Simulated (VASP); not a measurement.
# Os3Au (Pm-3m) in VASP: a series of runs

Os3Au is run at these levels: PBE; tasks: single point, relaxation of cell and atoms.

Program: VASP 6.6.1. These are calculated values, not measurements. Logs are shortened: lines on timing, memory, paths and dates and some standing lists are left out, and cuts for length are marked.

### 1 The cell of the first run

It takes space group Pm-3m (No. 221, cubic). The conventional cell has a = 3.918 Å, b = 3.918 Å, c = 3.918 Å, α = 90.00°, β = 90.00°, γ = 90.00°. Os (site symmetry 4/mmm) has 8 Os at 2.77 Å and 4 Au at 2.77 Å within 3.7 Å. Within 3.7 Å of Au (site symmetry m-3m) lie 12 Os at 2.77 Å.

### 2 Single point, PBE

Input file INCAR:

```
ALGO = Normal ; EDIFF = 1E-6
ENCUT = 520 ; GGA = PE
ISIF = 2 ; ISMEAR = 0
LASPH = True ; LCHARG = False
LREAL = False ; LWAVE = False
NBANDS = 26 ; NELM = 100
PREC = Accurate ; SIGMA = 0.1
```

Input file KPOINTS:

```
k-points
0
Gamma
  4 4 4
```

Input file POSCAR:

```
Os3Au
1.0
    3.9177461829      0.0000000000      0.0000000000
    0.0000000000      3.9177461829      0.0000000000
    0.0000000000      0.0000000000      3.9177461829
Os Au
3 1
Direct
    0.0000000000      0.5000000000      0.5000000000
    0.5000000000      0.0000000000      0.5000000000
    0.5000000000      0.5000000000      0.0000000000
    0.0000000000      0.0000000000      0.0000000000
```

Potentials or basis: VASP PAW PBE potentials, release 64 (Os, Au).

Launch:

```bash
$ cat potpaw_PBE.64/Os/POTCAR potpaw_PBE.64/Au/POTCAR > POTCAR
$ mpirun -np 1 vasp_std > vasp.out
```

OUTCAR:

```text
EDIFF = 1E-6
   ENCUT = 520
   GGA = PE
   ISIF = 2
   ISMEAR = 0
   LASPH = True
   LREAL = False
   NELM = 100
   PREC = Accurate

 ion  position               nearest neighbor table
   1  0.000  0.500  0.500-   2 2.77   3 2.77   4 2.77   3 2.77   4 2.77   2 2.77   4 2.77   4 2.77
                             2 2.77   3 2.77   3 2.77   2 2.77
   2  0.500  0.000  0.500-   1 2.77   3 2.77   4 2.77   3 2.77   4 2.77   1 2.77   3 2.77   3 2.77
                             1 2.77   4 2.77   4 2.77   1 2.77
   3  0.500  0.500  0.000-   1 2.77   2 2.77   4 2.77   1 2.77   2 2.77   2 2.77   4 2.77   2 2.77
                             1 2.77   4 2.77   1 2.77   4 2.77
   4  0.000  0.000  0.000-   1 2.77   2 2.77   3 2.77   1 2.77   2 2.77   1 2.77   3 2.77   1 2.77
                             2 2.77   3 2.77   2 2.77   3 2.77

  LATTYP: Found a simple cubic cell.
 ALAT       =     3.9177461829

  Lattice vectors:

 A1 = (   3.9177461829,   0.0000000000,   0.0000000000)
 A2 = (   0.0000000000,   3.9177461829,   0.0000000000)
 A3 = (   0.0000000000,   0.0000000000,   3.9177461829)

Analysis of symmetry for initial positions (statically):
=====================================================================
 Subroutine PRICEL returns:
 Original cell was already a primitive cell.

 Routine SETGRP: Setting up the symmetry group for a
 simple cubic supercell.

 Subroutine GETGRP returns: Found 48 space group operations
 (whereof 48 operations were pure point group operations)
 out of a pool of 48 trial point group operations.

The static configuration has the point symmetry O_h .

Analysis of symmetry for dynamics (positions and initial velocities):
=====================================================================
 Subroutine PRICEL returns:
 Original cell was already a primitive cell.

 Routine SETGRP: Setting up the symmetry group for a
 simple cubic supercell.

 Subroutine GETGRP returns: Found 48 space group operations
 (whereof 48 operations were pure point group operations)
 out of a pool of 48 trial point group operations.

The dynamic configuration has the point symmetry O_h .

 Subroutine INISYM returns: Found 48 space group operations
 (whereof 48 operations are pure point group operations),
 and found     1 'primitive' translations

----------------------------------------------------------------------------------------

                                     Primitive cell

  volume of cell :      60.1324

  direct lattice vectors                    reciprocal lattice vectors
     3.917746183  0.000000000  0.000000000     0.255248797  0.000000000  0.000000000
     0.000000000  3.917746183  0.000000000     0.000000000  0.255248797  0.000000000
     0.000000000  0.000000000  3.917746183     0.000000000  0.000000000  0.255248797

  length of vectors
     3.917746183  3.917746183  3.917746183     0.255248797  0.255248797  0.255248797

  position of ions in fractional coordinates (direct lattice)
     0.000000000  0.500000000  0.500000000
     0.500000000  0.000000000  0.500000000
     0.500000000  0.500000000  0.000000000
     0.000000000  0.000000000  0.000000000

  ion indices of the primitive-cell ions
   primitive index   ion index
                 1           1
                 2           2
                 3           3
                 4           4

----------------------------------------------------------------------------------------

 KPOINTS: k-points

Automatic generation of k-mesh.
 Grid dimensions read from file:
 generate k-points for:    4    4    4

 Generating k-lattice:

  Cartesian coordinates                     Fractional coordinates (reciprocal lattice)
     0.063812199  0.000000000  0.000000000     0.250000000  0.000000000  0.000000000
     0.000000000  0.063812199  0.000000000     0.000000000  0.250000000  0.000000000
     0.000000000  0.000000000  0.063812199     0.000000000  0.000000000  0.250000000

  Length of vectors
     0.063812199  0.063812199  0.063812199

  Shift w.r.t. Gamma in fractional coordinates (k-lattice)
     0.000000000  0.000000000  0.000000000

 Subroutine IBZKPT returns following result:
 ===========================================

 Found     10 irreducible k-points:

 Following reciprocal coordinates:
            Coordinates               Weight
  0.000000  0.000000  0.000000      1.000000
  0.250000  0.000000  0.000000      6.000000
  0.500000  0.000000  0.000000      3.000000
  0.250000  0.250000  0.000000     12.000000
  0.500000  0.250000  0.000000     12.000000
  0.500000  0.500000  0.000000      3.000000
  0.250000  0.250000  0.250000      8.000000
  0.500000  0.250000  0.250000     12.000000
  0.500000  0.500000  0.250000      6.000000
  0.500000  0.500000  0.500000      1.000000
   k-points           NKPTS =     10   k-points in BZ     NKDIM =     10   number of bands    NBANDS=     26
   number of dos      NEDOS =    301   number of ions     NIONS =      4
   total plane-waves  NPLWV =  27000
   dimension x,y,z NGX =    30 NGY =   30 NGZ =   30
   dimension x,y,z NGXF=    60 NGYF=   60 NGZF=   60
   ions per type =               3   1
   NGX,Y,Z   is equivalent  to a cutoff of  12.73, 12.73, 12.73 a.u.
   NGXF,Y,Z  is equivalent  to a cutoff of  25.46, 25.46, 25.46 a.u.
 SYSTEM =  unknown system
   PREC   = accura    normal or accurate (medium, high low for compatibility)
   ISTART =      0    job   : 0-new  1-cont  2-samecut
   ICHARG =      2    charge: 1-file 2-atom 10-const
   ISPIN  =      1    spin polarized calculation?
   LNONCOLLINEAR =      F non collinear calculations
   LSORBIT =      F    spin-orbit coupling
   LASPH  =      T    aspherical Exc in radial PAW
   ENCUT  =  520.0 eV  38.22 Ry    6.18 a.u.   7.28  7.28  7.28*2*pi/ulx,y,z
   NELM   =    100;   NELMIN=  2; NELMDL= -5     # of ELM steps
   EDIFF  = 0.1E-05   stopping-criterion for ELM
   LREAL  =      F    real-space projection
   EDIFFG = 0.1E-04   stopping-criterion for IOM
   NSW    =      0    number of steps for IOM
   IBRION =     -1    ionic relax: 0-MD 1-quasi-New 2-CG
   NFREE  =      0    steps in history (QN), initial steepest desc. (CG)
   ISIF   =      2    stress and relaxation
   ISYM   =      2    0-nonsym 1-usesym 2-fastsym
   POTIM  = 0.5000    time-step for ionic-motion
   TEBEG  =    0.0;   TEEND  =   0.0 temperature during run
   PSTRESS=    0.0 pullay stress
   NELECT =      35.0000    total number of electrons
   NUPDOWN=      -1.0000    fix difference up-down
   EMIN   =  10.00;   EMAX   =-10.00  energy-range for DOS
   EFERMI =   0.00;   METHOD = LEGACY
   ISMEAR =     0;   SIGMA  =   0.10  broadening in eV -4-tet -1-fermi 0-gaus
   EFERMI_NEDOS =   21; number of points for ismear=-14 and -15
   IALGO  =     38    algorithm
   IMIX   =      4    mixing-type and parameters
     AMIX     =   0.40;   BMIX     =  1.00
     AMIX_MAG =   1.60;   BMIX_MAG =  1.00
  volume/ion in A,a.u.               =      15.03       101.45
  Fermi-wavevector in a.u.,A,eV,Ry     =   1.366872  2.583014 25.420300  1.868339
  Thomas-Fermi vector in A             =   2.492975
   LORBIT       =      0    0 simple, 1 ext, 2 COOP (PROOUT), +10 PAW based schemes
   GGA     = PE    functional components
   LHFCALC =     F    Hartree Fock is set to
   AEXX    =    0.0000 exact exchange contribution
   IVDW    =     0    specifies the selected vdW correction
   LEPSILON=     F    determine dielectric tensor
   LRPA    =     F    only Hartree local field effects (RPA)
 non-spin polarized calculation
 Gauss-broadening in eV      SIGMA  =   0.10
  energy-cutoff  :      520.00
  volume of cell :       60.13
 maximum number of plane-waves:      1647
 NGX is ok and might be reduce to    30
   NGX = 15   NGY = 15   NGZ = 15

 number of electron      35.0000005 magnetization

 Free energy of the ion-electron system (eV)
  ---------------------------------------------------
  ext. energy  EPLUGINS =         0.00000000
  ---------------------------------------------------
  free energy    TOTEN  =       -34.14348407 eV

  energy without entropy =      -34.10311638  energy(sigma->0) =      -34.12330023

 E-fermi :   9.6173     XC(G=0): -13.6085

 val. band max:        9.5908254960   @ k =   0.2500   0.2500   0.0000
 cond. band min:       9.6528463484   @ k =   0.2500   0.2500   0.0000
 fundamental gap:      0.0620208524
 Fermi energy:         9.6173191630

 k-point     1 :       0.0000    0.0000    0.0000
  band No.  band energies     occupation
      1      -1.3690      2.00000
      2       1.3831      2.00000
      3       1.3831      2.00000
      4       2.0196      2.00000
      5       2.0196      2.00000
      6       2.0196      2.00000
[... 18 lines left out ...]
     25      18.1438      0.00000
     26      19.7993      0.00000

 k-point     2 :       0.2500    0.0000    0.0000
  band No.  band energies     occupation
      1      -0.5196      2.00000
      2       1.7867      2.00000
      3       1.8693      2.00000
      4       2.2877      2.00000
      5       2.5047      2.00000
      6       2.5047      2.00000
[... 18 lines left out ...]
     25      16.7696      0.00000
     26      18.5669      0.00000

 k-point     3 :       0.5000    0.0000    0.0000
  band No.  band energies     occupation
      1       1.1456      2.00000
      2       1.8039      2.00000
      3       2.4646      2.00000
      4       2.6603      2.00000
      5       3.3330      2.00000
      6       3.3330      2.00000
[... 166 lines left out ...]
 k-point     9 :       0.5000    0.5000    0.2500
  band No.  band energies     occupation
      1       1.7812      2.00000
      2       1.9321      2.00000
      3       1.9321      2.00000
      4       2.0616      2.00000
      5       3.4826      2.00000
      6       3.9775      2.00000
[... 18 lines left out ...]
     25      16.7651      0.00000
     26      17.8394      0.00000

 k-point    10 :       0.5000    0.5000    0.5000
  band No.  band energies     occupation
      1       1.3904      2.00000
      2       1.3904      2.00000
      3       1.3904      2.00000
      4       1.5316      2.00000
      5       3.7543      2.00000
      6       3.7543      2.00000
[... 18 lines left out ...]
     25      15.4640      0.00000
     26      16.7022      0.00000

------------------------ aborting loop because EDIFF is reached ----------------------------------------

  FORCE on cell =-STRESS in cart. coord.  units (eV):
  Direction    XX          YY          ZZ          XY          YZ          ZX
  --------------------------------------------------------------------------------------
  -------------------------------------------------------------------------------------
  Total       -0.1235648     -0.1235648     -0.1235648     -0.0000000     -0.0000000     -0.0000000
  in kB       -3.2922768     -3.2922768     -3.2922768     -0.0000000     -0.0000000     -0.0000000
  external PRESSURE =      -3.2922768 kB  Pullay stress =       0.0000000 kB

 VOLUME and BASIS-vectors are now :
 -----------------------------------------------------------------------------
  energy-cutoff  :      520.00
  volume of cell :       60.13
      direct lattice vectors                 reciprocal lattice vectors
     3.917746183  0.000000000  0.000000000     0.255248797  0.000000000  0.000000000
     0.000000000  3.917746183  0.000000000     0.000000000  0.255248797  0.000000000
     0.000000000  0.000000000  3.917746183     0.000000000  0.000000000  0.255248797

 POSITION                                       TOTAL-FORCE (eV/Angst)
 -----------------------------------------------------------------------------------
      0.00000      1.95887      1.95887         0.000000      0.000000      0.000000
      1.95887      0.00000      1.95887         0.000000      0.000000      0.000000
      1.95887      1.95887      0.00000         0.000000      0.000000      0.000000
      0.00000      0.00000      0.00000         0.000000      0.000000      0.000000
 -----------------------------------------------------------------------------------
    total drift:                                0.000000      0.000000     -0.000000

  FREE ENERGIE OF THE ION-ELECTRON SYSTEM (eV)
  ---------------------------------------------------
  free  energy   TOTEN  =       -34.1434840736 eV

  energy  without entropy=      -34.1031163814  energy(sigma->0) =      -34.12330023
```

It took 36 s on 1 thread of AMD EPYC 7R13, shared host; peak memory 0.14 GiB.

Results:

| Item | Value |
| --- | --- |
| Free energy | -34.1435 eV |
| Pressure | -0.3 GPa |
| Band gap on the k mesh | zero (an odd number of electrons rules out a gap without spin polarisation) |

Levels at points of the mesh, in eV from the Fermi level:
| k point | band 14 | band 15 | band 16 | band 17 | band 18 | band 19 | band 20 | band 21 |
| --- | --- | --- | --- | --- | --- | --- | --- | --- |
| (0.00, 0.00, 0.00) | 0.38 | 0.38 | 0.87 | 0.87 | 1.29 | 1.29 | 1.29 | 1.84 |
| (0.50, 0.00, 0.00) | -2.24 | -1.55 | -1.40 | -1.04 | -1.04 | -1.02 | 0.23 | 0.73 |
| (0.50, 0.50, 0.00) | -1.89 | -1.89 | -1.61 | -1.59 | -1.59 | -0.45 | -0.43 | 1.25 |
| (0.50, 0.50, 0.50) | -1.20 | -1.20 | -0.49 | 0.11 | 0.11 | 0.11 | 0.52 | 0.52 |

Caveat: the k points lie up to 0.40 Å⁻¹ apart, too coarse for converged energies and pressures of a metal; spin-orbit coupling is left out, which moves the levels of the heavy elements.

### 3 Relaxation of cell and atoms, PBE

This run uses another cell than the first one, of 14.26 Å³/atom.

Input file INCAR:

```
PREC     = Accurate       # precision mode
ENCUT    = 600            # plane-wave cutoff, eV
EDIFF    = 1E-6           # SCF threshold, eV
ISMEAR   = 0              # smearing method
SIGMA    = 0.1            # smearing width, eV
LREAL    = False          # projectors in reciprocal space
LASPH    = True           # aspherical terms in the spheres
NELM     = 100            # most SCF steps
ALGO     = Normal         # electronic algorithm
ISIF     = 3              # what is computed and relaxed
LWAVE    = False          # write WAVECAR
LCHARG   = False          # write CHGCAR
GGA      = PE             # functional
IBRION   = 2              # ionic algorithm
NSW      = 90             # ionic steps
EDIFFG   = -0.04          # ionic threshold
```

Input file KPOINTS:

```
regular mesh
0
Gamma
  4 4 4
```

Input file POSCAR:

```
Os3Au
1.0
    3.8492129395      0.0000000000      0.0000000000
    0.0000000000      3.8492129395      0.0000000000
    0.0000000000      0.0000000000      3.8492129395
Os Au
3 1
Direct
    0.0000000000      0.5000000000      0.5000000000
    0.5000000000      0.0000000000      0.5000000000
    0.5000000000      0.5000000000      0.0000000000
    0.0000000000      0.0000000000      0.0000000000
```

Potentials or basis: VASP PAW PBE potentials, release 64 (Os, Au).

Launch:

```bash
$ cat potpaw_PBE.64/Os/POTCAR potpaw_PBE.64/Au/POTCAR > POTCAR
$ mpirun -np 1 vasp_std > vasp.out
```

Wall time 2 min (1 thread of AMD EPYC 7R13, shared host); peak memory 0.16 GiB.

The run converged. Its results:

```yaml
Free_energy: -34.1450 eV
Relaxed_volume: 15.03 Å³/atom
Relaxed_cell: a = 3.917 Å, b = 3.917 Å, c = 3.917 Å, α = 90.00°, β = 90.00°, γ = 90.00°
Space_group_after_relaxing_to_0.1_Å: Pm-3m (No. 221)
Energy_gained_by_relaxing: 43.1 meV/atom
Ionic_steps: 4
Pressure_after_relaxing: -0.1 GPa
Band_gap_on_the_k_mesh: zero (an odd number of electrons rules out a gap without spin polarisation)
```

The path:
```tsv
step	energy change (eV)	largest force (eV/Å)	pressure (GPa)	volume (Å³)
1	0.0000	0.0000	19.07	57.03
2	1.5052	0.0000	-36.52	72.22
3	-0.1713	0.0000	-1.39	60.35
4	-0.1724	0.0000	-0.13	60.11
```

Final structure:
```xyz
4
Lattice="3.9173 0.0000 0.0000 0.0000 3.9173 0.0000 0.0000 0.0000 3.9173" Properties=species:S:1:pos:R:3 pbc="T T T"
Os    0.0000    1.9586    1.9586
Os    1.9586    0.0000    1.9586
Os    1.9586    1.9586    0.0000
Au    0.0000    0.0000    0.0000
```

Levels at points of the mesh, in eV from the Fermi level:
```
           k point  band 13  band 14  band 15  band 16  band 17  band 18  band 19  band 20  band 21
(0.00, 0.00, 0.00)     0.38     0.38     0.38     0.87     0.87     1.29     1.29     1.29     1.84
(0.50, 0.00, 0.00)    -2.24    -2.24    -1.55    -1.40    -1.04    -1.04    -1.02     0.23     0.73
(0.50, 0.50, 0.00)    -3.97    -1.89    -1.89    -1.61    -1.59    -1.59    -0.45    -0.43     1.25
(0.50, 0.50, 0.50)    -1.21    -1.21    -1.21    -0.49     0.11     0.11     0.11     0.52     0.52
```

Caveat: the k points lie up to 0.40 Å⁻¹ apart in the final cell, too coarse for converged energies and pressures of a metal; spin-orbit coupling is left out, which moves the levels of the heavy elements.
